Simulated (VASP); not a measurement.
Wanted: the native input for a VASP 6.6.1 run.

```yaml
Task: single point
Functional: r2SCAN
Dispersion: rVV10
Potentials_or_basis: VASP PAW PBE potentials, release 64 (Pt, S)
Cutoff: 520 eV
k_mesh: 8 × 8 × 8
Occupations: fermi-dirac, width 0.02 eV
Spin: no spin polarisation
Dipole_correction: no
Further_INCAR_settings: ALGO = Normal; EDIFF = 1e-07; NBANDS = 18
```

Crystal: PtS2.

```xyz
3
Lattice="1.7391 1.0041 5.0959 -1.7391 1.0041 5.0959 0.0000 -2.0082 5.0959" Properties=species:S:1:pos:R:3 pbc="T T T"
Pt    0.0000    0.0000   -0.0401
S     0.0000    0.0000    6.5064
S     0.0000    0.0000    3.7255
```

These files were run (other wordings do the same):

POSCAR

```
PtS2
1.0
    1.7391390676      1.0040924088      5.0958715610
   -1.7391390676      1.0040924088      5.0958715610
    0.0000000000     -2.0081848177      5.0958715609
Pt S
1 2
Direct
   -0.0026256713     -0.0026256713     -0.0026256713
    0.4255983348      0.4255983348      0.4255983348
    0.2436940031      0.2436940031      0.2436940031
```

INCAR.step1

```
SYSTEM = PtS2
PREC = Accurate
ENCUT = 520
ISMEAR = -1
SIGMA = 0.02
LREAL = .FALSE.
LASPH = .TRUE.
NELM = 60
NBANDS = 18
GGA = PE
ALGO = Normal
EDIFF = 1E-4
LWAVE = .TRUE.
LCHARG = .FALSE.
```

INCAR.step2

```
SYSTEM = PtS2
PREC = Accurate
ENCUT = 520
EDIFF = 1E-7
ISMEAR = -1
SIGMA = 0.02
LREAL = .FALSE.
LASPH = .TRUE.
NELM = 60
ALGO = Normal
ISIF = 2
LWAVE = .FALSE.
LCHARG = .TRUE.
METAGGA = R2SCAN
LMIXTAU = .TRUE.
LUSE_VDW = .TRUE.
IVDW_NL = 2
BPARAM = 11.95
CPARAM = 0.0093
LELF = .TRUE.
LVHAR = .TRUE.
NBANDS = 18
ISTART = 1
```

KPOINTS

```
regular mesh
0
G
  8 8 8
  0 0 0
```

Potentials or basis: VASP PAW PBE potentials, release 64 (Pt, S).

Launch:

```console
$ cat potpaw_PBE.64/Pt/POTCAR potpaw_PBE.64/S/POTCAR > POTCAR
$ cp INCAR.step1 INCAR
$ mpirun -np 1 vasp_std > vasp.out
$ cp INCAR.step2 INCAR
$ mpirun -np 1 vasp_std > vasp.out
```

It gave:

```json
{
  "Pressure": "0.1 GPa",
  "Largest force": "0.015 eV/Å",
  "Band gap on the k mesh": "zero (bands 11 and 12 overlap by 0.61 eV)"
}
```

Caveat: the PAW data sets were made with another functional, which shifts forces and pressure a little; spin-orbit coupling is left out, which moves the levels of the heavy elements.

It took 6.8 min on 1 thread of AMD EPYC 9R45 96-Core Processor (Zen 5), with other jobs on the host, peak memory 0.55 GiB.
